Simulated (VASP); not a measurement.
# FeCo (Pm-3m) in VASP: a series of runs

FeCo is run at these levels: LDA; tasks: single point.

Everything below comes from runs of VASP 6.6.1. Logs are shortened: lines on timing, memory, paths and dates and some standing lists are left out, and cuts for length are marked.

**1. The cell of the first run**

Symmetry: Pm-3m, No. 221, cubic system. Conventional cell: a = 2.765 Å, b = 2.765 Å, c = 2.765 Å, α = 90.00°, β = 90.00°, γ = 90.00°. Within 3.2 Å of Fe (site symmetry m-3m) lie 8 Co at 2.39 Å and 6 Fe at 2.76 Å. Within 3.2 Å of Co (site symmetry m-3m) lie 8 Fe at 2.39 Å and 6 Co at 2.76 Å.

**2. Single point, LDA, collinear spin, ferromagnetic start**

File INCAR:

```
PREC = Accurate ; ENCUT = 600
EDIFF = 1E-6 ; ISMEAR = -1
SIGMA = 0.1 ; LREAL = F
LASPH = T ; NELM = 200
ALGO = Normal ; ISIF = 2
LWAVE = F ; LCHARG = F
ISPIN = 2 ; MAGMOM = 2.6 1.7
LORBIT = 11 ; LMAXMIX = 4
GGA = CA ; NBANDS = 20
GGA_COMPAT = F
```

File KPOINTS:

```
regular mesh
0
Gamma
  12 12 12
```

File POSCAR:

```
FeCo
1.0
    2.7645577998      0.0000000000      0.0000000000
    0.0000000000      2.7645577998      0.0000000000
    0.0000000000      0.0000000000      2.7645577998
Fe Co
1 1
Direct
    0.5000000000      0.5000000000      0.5000000000
    0.0000000000      0.0000000000      0.0000000000
```

Potentials or basis: VASP PAW LDA potentials, release 64 (Fe, Co).

On the command line:

```
cat potpaw_LDA.64/Fe/POTCAR potpaw_LDA.64/Co/POTCAR > POTCAR
mpirun -np 1 vasp_std > vasp.out
```

OUTCAR:

```text
PREC = Accurate
   ENCUT = 600
   EDIFF = 1E-6
   ISMEAR = -1
   LREAL = F
   LASPH = T
   NELM = 200
   ISIF = 2
   ISPIN = 2
   LORBIT = 11
   GGA = CA

 ion  position               nearest neighbor table
   1  0.500  0.500  0.500-   2 2.39   2 2.39   2 2.39   2 2.39   2 2.39   2 2.39   2 2.39   2 2.39

   2  0.000  0.000  0.000-   1 2.39   1 2.39   1 2.39   1 2.39   1 2.39   1 2.39   1 2.39   1 2.39

  LATTYP: Found a simple cubic cell.
 ALAT       =     2.7645577998

  Lattice vectors:

 A1 = (   2.7645577998,   0.0000000000,   0.0000000000)
 A2 = (   0.0000000000,   2.7645577998,   0.0000000000)
 A3 = (   0.0000000000,   0.0000000000,   2.7645577998)

Analysis of symmetry for initial positions (statically):
=====================================================================
 Subroutine PRICEL returns:
 Original cell was already a primitive cell.

 Routine SETGRP: Setting up the symmetry group for a
 simple cubic supercell.

 Subroutine GETGRP returns: Found 48 space group operations
 (whereof 48 operations were pure point group operations)
 out of a pool of 48 trial point group operations.

The static configuration has the point symmetry O_h .

Analysis of symmetry for dynamics (positions and initial velocities):
=====================================================================
 Subroutine PRICEL returns:
 Original cell was already a primitive cell.

 Routine SETGRP: Setting up the symmetry group for a
 simple cubic supercell.

 Subroutine GETGRP returns: Found 48 space group operations
 (whereof 48 operations were pure point group operations)
 out of a pool of 48 trial point group operations.

The dynamic configuration has the point symmetry O_h .

Analysis of structural, dynamic, and magnetic symmetry:
=====================================================================
 Subroutine PRICEL returns:
 Original cell was already a primitive cell.

 Routine SETGRP: Setting up the symmetry group for a
 simple cubic supercell.

 Subroutine GETGRP returns: Found 48 space group operations
 (whereof 48 operations were pure point group operations)
 out of a pool of 48 trial point group operations.

The overall configuration has the point symmetry O_h .

 Subroutine INISYM returns: Found 48 space group operations
 (whereof 48 operations are pure point group operations),
 and found     1 'primitive' translations

----------------------------------------------------------------------------------------

                                     Primitive cell

  volume of cell :      21.1289

  direct lattice vectors                    reciprocal lattice vectors
     2.764557800  0.000000000  0.000000000     0.361721502  0.000000000  0.000000000
     0.000000000  2.764557800  0.000000000     0.000000000  0.361721502  0.000000000
     0.000000000  0.000000000  2.764557800     0.000000000  0.000000000  0.361721502

  length of vectors
     2.764557800  2.764557800  2.764557800     0.361721502  0.361721502  0.361721502

  position of ions in fractional coordinates (direct lattice)
     0.500000000  0.500000000  0.500000000
     0.000000000  0.000000000  0.000000000

  ion indices of the primitive-cell ions
   primitive index   ion index
                 1           1
                 2           2

----------------------------------------------------------------------------------------

 KPOINTS: regular mesh

Automatic generation of k-mesh.
 Grid dimensions read from file:
 generate k-points for:   12   12   12

 Generating k-lattice:

  Cartesian coordinates                     Fractional coordinates (reciprocal lattice)
     0.030143459  0.000000000  0.000000000     0.083333333  0.000000000  0.000000000
     0.000000000  0.030143459  0.000000000     0.000000000  0.083333333  0.000000000
     0.000000000  0.000000000  0.030143459     0.000000000  0.000000000  0.083333333

  Length of vectors
     0.030143459  0.030143459  0.030143459

  Shift w.r.t. Gamma in fractional coordinates (k-lattice)
     0.000000000  0.000000000  0.000000000

 Subroutine IBZKPT returns following result:
 ===========================================

 Found     84 irreducible k-points:

 Following reciprocal coordinates:
            Coordinates               Weight
  0.000000  0.000000  0.000000      1.000000
  0.083333  0.000000  0.000000      6.000000
  0.166667  0.000000  0.000000      6.000000
  0.250000  0.000000  0.000000      6.000000
  0.333333  0.000000  0.000000      6.000000
  0.416667  0.000000  0.000000      6.000000
[... 16 lines left out ...]
  0.333333  0.333333  0.000000     12.000000
  0.416667  0.333333  0.000000     24.000000
 [... further k-points ...]
   k-points           NKPTS =     84   k-points in BZ     NKDIM =     84   number of bands    NBANDS=     20
   number of dos      NEDOS =    301   number of ions     NIONS =      2
   total plane-waves  NPLWV =  13824
   dimension x,y,z NGX =    24 NGY =   24 NGZ =   24
   dimension x,y,z NGXF=    48 NGYF=   48 NGZF=   48
   ions per type =               1   1
   NGX,Y,Z   is equivalent  to a cutoff of  14.43, 14.43, 14.43 a.u.
   NGXF,Y,Z  is equivalent  to a cutoff of  28.86, 28.86, 28.86 a.u.
 SYSTEM =  unknown system
   PREC   = accura    normal or accurate (medium, high low for compatibility)
   ISTART =      0    job   : 0-new  1-cont  2-samecut
   ICHARG =      2    charge: 1-file 2-atom 10-const
   ISPIN  =      2    spin polarized calculation?
   LNONCOLLINEAR =      F non collinear calculations
   LSORBIT =      F    spin-orbit coupling
   LASPH  =      T    aspherical Exc in radial PAW
   ENCUT  =  600.0 eV  44.10 Ry    6.64 a.u.   5.52  5.52  5.52*2*pi/ulx,y,z
   NELM   =    200;   NELMIN=  2; NELMDL= -5     # of ELM steps
   EDIFF  = 0.1E-05   stopping-criterion for ELM
   LREAL  =      F    real-space projection
   EDIFFG = 0.1E-04   stopping-criterion for IOM
   NSW    =      0    number of steps for IOM
   IBRION =     -1    ionic relax: 0-MD 1-quasi-New 2-CG
   NFREE  =      0    steps in history (QN), initial steepest desc. (CG)
   ISIF   =      2    stress and relaxation
   ISYM   =      2    0-nonsym 1-usesym 2-fastsym
   POTIM  = 0.5000    time-step for ionic-motion
   TEBEG  =    0.0;   TEEND  =   0.0 temperature during run
   PSTRESS=    0.0 pullay stress
   NELECT =      17.0000    total number of electrons
   NUPDOWN=      -1.0000    fix difference up-down
   EMIN   =  10.00;   EMAX   =-10.00  energy-range for DOS
   EFERMI =   0.00;   METHOD = LEGACY
   ISMEAR =    -1;   SIGMA  =   0.10  broadening in eV -4-tet -1-fermi 0-gaus
   EFERMI_NEDOS =   21; number of points for ismear=-14 and -15
   IALGO  =     38    algorithm
   IMIX   =      4    mixing-type and parameters
     AMIX     =   0.40;   BMIX     =  1.00
     AMIX_MAG =   1.60;   BMIX_MAG =  1.00
  volume/ion in A,a.u.               =      10.56        71.29
  Fermi-wavevector in a.u.,A,eV,Ry     =   1.522645  2.877383 31.544417  2.318449
  Thomas-Fermi vector in A             =   2.631197
   LORBIT       =     11    0 simple, 1 ext, 2 COOP (PROOUT), +10 PAW based schemes
   GGA     = CA    functional components
   LHFCALC =     F    Hartree Fock is set to
   AEXX    =    0.0000 exact exchange contribution
   IVDW    =     0    specifies the selected vdW correction
   LEPSILON=     F    determine dielectric tensor
   LRPA    =     F    only Hartree local field effects (RPA)
 spin polarized calculation
  energy-cutoff  :      600.00
  volume of cell :       21.13
 maximum number of plane-waves:       739
 NGX is ok and might be reduce to    24
   NGX = 11   NGY = 11   NGZ = 11

 number of electron      17.0000001 magnetization       4.2159247

 Free energy of the ion-electron system (eV)
  ---------------------------------------------------
  ext. energy  EPLUGINS =         0.00000000
  ---------------------------------------------------
  free energy    TOTEN  =       -17.30176769 eV

  energy without entropy =      -17.23549651  energy(sigma->0) =      -17.26863210

 E-fermi :   8.7670     XC(G=0): -13.8558

 val. band max:        8.7668323025   @ k =   0.4167   0.1667   0.0833
 cond. band min:       8.7685275922   @ k =   0.5000   0.0000   0.0000
 fundamental gap:      0.0016952897
 Fermi energy:         8.7670433402

 spin component 1

 k-point     1 :       0.0000    0.0000    0.0000
  band No.  band energies     occupation
      1      -0.6625      1.00000
      2       3.1971      1.00000
      3       3.1971      1.00000
      4       5.7861      1.00000
      5       5.7861      1.00000
      6       5.7861      1.00000
[... 12 lines left out ...]
     19      34.1398      0.00000
     20      34.1398      0.00000
[... 507 lines left out ...]
 k-point    24 :       0.4167    0.3333    0.0000
  band No.  band energies     occupation
      1       2.9886      1.00000
      2       3.4319      1.00000
      3       4.8477      1.00000
      4       5.0772      1.00000
      5       5.8247      1.00000
      6       6.4601      1.00000
[... 12 lines left out ...]
     19      33.6321      0.00000
     20      36.3542      0.00000

 [... further k-points ...]

 spin component 2

 k-point     1 :       0.0000    0.0000    0.0000
  band No.  band energies     occupation
      1      -0.2954      1.00000
      2       4.7125      1.00000
      3       4.7125      1.00000
      4       7.4844      1.00000
      5       7.4844      1.00000
      6       7.4844      1.00000
[... 12 lines left out ...]
     19      34.3128      0.00000
     20      34.3128      0.00000
[... 507 lines left out ...]
 k-point    24 :       0.4167    0.3333    0.0000
  band No.  band energies     occupation
      1       3.9392      1.00000
      2       4.6711      1.00000
      3       6.4404      1.00000
      4       6.6703      1.00000
      5       7.2258      1.00000
      6       7.5978      0.99999
[... 12 lines left out ...]
     19      34.3357      0.00000
     20      37.0488      0.00000

 [... further k-points ...]

------------------------ aborting loop because EDIFF is reached ----------------------------------------

  FORCE on cell =-STRESS in cart. coord.  units (eV):
  Direction    XX          YY          ZZ          XY          YZ          ZX
  --------------------------------------------------------------------------------------
  -------------------------------------------------------------------------------------
  Total       -0.1487763     -0.1487763     -0.1487763      0.0000000      0.0000000     -0.0000000
  in kB      -11.2815122    -11.2815122    -11.2815122      0.0000000      0.0000000     -0.0000000
  external PRESSURE =     -11.2815122 kB  Pullay stress =       0.0000000 kB

 VOLUME and BASIS-vectors are now :
 -----------------------------------------------------------------------------
  energy-cutoff  :      600.00
  volume of cell :       21.13
      direct lattice vectors                 reciprocal lattice vectors
     2.764557800  0.000000000  0.000000000     0.361721502  0.000000000  0.000000000
     0.000000000  2.764557800  0.000000000     0.000000000  0.361721502  0.000000000
     0.000000000  0.000000000  2.764557800     0.000000000  0.000000000  0.361721502

 POSITION                                       TOTAL-FORCE (eV/Angst)
 -----------------------------------------------------------------------------------
      1.38228      1.38228      1.38228         0.000000      0.000000      0.000000
      0.00000      0.00000      0.00000         0.000000      0.000000      0.000000
 -----------------------------------------------------------------------------------
    total drift:                                0.000000      0.000000     -0.000000

  FREE ENERGIE OF THE ION-ELECTRON SYSTEM (eV)
  ---------------------------------------------------
  free  energy   TOTEN  =       -17.3017676866 eV

  energy  without entropy=      -17.2354965134  energy(sigma->0) =      -17.26863210

 total charge

# of ion       s       p       d       tot
------------------------------------------
    1        0.504   0.588   6.266   7.358
    2        0.520   0.571   7.316   8.407
--------------------------------------------------
tot          1.024   1.159  13.582  15.765

 magnetization (x)

# of ion       s       p       d       tot
------------------------------------------
    1       -0.006  -0.029   2.543   2.508
    2       -0.006  -0.033   1.702   1.663
--------------------------------------------------
tot         -0.012  -0.061   4.244   4.171
```

Wall time 58 s (1 thread of AMD EPYC 7R13 (Zen 3), shared host); peak memory 0.16 GiB.

Results:

* Free energy: -17.3018 eV
* Pressure: -1.1 GPa
* Net moment: 4.22 μB per cell
* Site moments: Fe +2.51; Co +1.66 μB
* Valence electrons inside the program's atomic spheres: Fe 7.36; Co 8.41

Levels at points of the mesh, in eV from the Fermi level:
Spin up:
```csv
k point,band 7,band 8,band 9,band 10,band 11,band 12,band 13,band 14,band 15,band 16
"(0.00, 0.00, 0.00)",-1.57,-1.57,-0.43,-0.43,-0.43,9.75,9.75,9.75,15.83,15.83
"(0.50, 0.00, 0.00)",-2.47,-2.47,-1.83,-1.63,-0.46,0.00,17.13,17.13,17.38,17.38
"(0.50, 0.50, 0.00)",-1.45,-1.16,-0.15,-0.15,-0.08,-0.08,7.06,7.28,18.53,18.53
"(0.50, 0.50, 0.50)",-1.53,-1.53,-1.12,-1.12,8.39,8.39,8.39,8.49,8.49,8.49
```
Spin down:
| k point | band 3 | band 4 | band 5 | band 6 | band 7 | band 8 | band 9 | band 10 |
| --- | --- | --- | --- | --- | --- | --- | --- | --- |
| (0.00, 0.00, 0.00) | -4.05 | -1.28 | -1.28 | -1.28 | 0.65 | 0.65 | 1.68 | 1.68 |
| (0.50, 0.00, 0.00) | -2.07 | -1.48 | -1.17 | -1.17 | -0.39 | -0.39 | -0.34 | 0.67 |
| (0.50, 0.50, 0.00) | -2.55 | -2.55 | 0.28 | 0.28 | 0.37 | 0.39 | 0.75 | 1.41 |
| (0.50, 0.50, 0.50) | -2.77 | -2.43 | -2.43 | -2.43 | 0.43 | 0.43 | 1.47 | 1.47 |

[end of part 1 of 2]
